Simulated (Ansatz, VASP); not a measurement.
## One calculation of WS2, two programs

```xyz
3
Lattice="3.1835 0.0000 0.0000 -1.5918 2.7570 0.0000 0.0000 0.0000 16.9506" Properties=species:S:1:pos:R:3 pbc="T T T"
W     0.0000    0.0000    0.0000
S     0.0000    1.8380    1.5595
S     0.0000    1.8380   15.3911
```

Alike in both runs: task single point; functional PBE; k mesh 10 × 10 × 2; occupations fermi-dirac, width 0.05 eV; no spin polarisation.

|  | VASP | Ansatz |
| --- | --- | --- |
| version | VASP 6.6.1 | Ansatz 0.2.0 |
| potentials or method | VASP PAW PBE potentials, release 64 (W_sv, S), cutoff 520 eV | all-electron LAPW, scalar-relativistic |

Ansatz gave:

```
gap on the k mesh at the Fermi level (eV) : 1.99
least direct gap on the mesh (eV)         : 2.15
rms of the force components (eV/Å)        : 0.124
```

Estimate VASP's values.

gap on the k mesh at the Fermi level (eV): 2.00; least direct gap on the mesh (eV): 2.16; rms of the force components (eV/Å): 0.124.

Atom by atom the forces differ by 0.000 eV/Å (rms over components). Ansatz ran all-electron here, and VASP with PAW potentials.

Spin-orbit coupling is off throughout.
